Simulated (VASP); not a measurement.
Input of a VASP 6.6.1 run:

INCAR

```
PREC = Accurate ; ENCUT = 520
EDIFF = 1E-6 ; ISMEAR = -1
SIGMA = 0.05 ; LREAL = F
LASPH = T ; NELM = 80
ALGO = Fast ; ISIF = 2
LWAVE = F ; LCHARG = F
GGA = B5 ; ALDAX = 1.0
AGGAX = 1.0 ; AGGAC = 1.0
ALDAC = 0.0 ; NBANDS = 11
```

The input KPOINTS:

```
regular mesh
0
Gamma
  12 12 12
```

File POSCAR:

```
Pd
1.0
   -1.6023386333      1.6023386333      1.6023386333
    1.6023386333     -1.6023386333      1.6023386333
    1.6023386333      1.6023386333     -1.6023386333
Pd
1
Direct
    0.0000000000      0.0000000000      0.0000000000
```

Potentials or basis: VASP PAW PBE potentials, release 64 (Pd).

Run with:

```bash
$ cat potpaw_PBE.64/Pd/POTCAR > POTCAR
$ mpirun -np 1 vasp_std > vasp.out
```

Problem. What does it give for the band gap on the k mesh?

Solution. Zero (band 5 reaches 9.04 eV, above the bottom of band 6 at 7.63 eV).

Problem. Estimate the pressure.

Solution. 0.3 GPa.

Caveat: the PAW data sets were made with another functional, which shifts forces and pressure a little.
